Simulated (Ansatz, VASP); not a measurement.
## One calculation of MoS2, two programs

```xyz
3
Lattice="3.1067 0.0000 0.0000 -1.5534 2.6905 0.0000 0.0000 0.0000 7.1020" Properties=species:S:1:pos:R:3 pbc="T T T"
Mo    0.0000    0.0000    0.0000
S     0.0000    1.7937    1.6746
S     0.0000    1.7937    5.4274
```

Alike in both runs: task single point; functional PBE; dispersion D3(BJ); k mesh 12 × 12 × 6; occupations gaussian, width 0.05 eV; no spin polarisation.

```csv
,VASP,Ansatz
version,VASP 6.6.1,Ansatz 0.2.0
potentials or method,"VASP PAW PBE potentials, release 64 (Mo_sv, S), cutoff 500 eV","scalar-relativistic, plane waves, PAW"
valence electrons in the cell,26,26
```

VASP gave:

- gap on the k mesh at the Fermi level (eV): 1.22
- least direct gap on the mesh (eV): 2.06
- pressure (GPa): -5.8
- traceless stress, the component that is largest in VASP (GPa): -9.30
- rms of the force components (eV/Å): 0.717

Task: Which values does Ansatz return?

Result: gap on the k mesh at the Fermi level (eV): 1.22; least direct gap on the mesh (eV): 2.06; pressure (GPa): -5.7; traceless stress, the component that is largest in VASP (GPa): -9.25; rms of the force components (eV/Å): 0.713.

Atom by atom the forces differ by 0.004 eV/Å (rms over components).
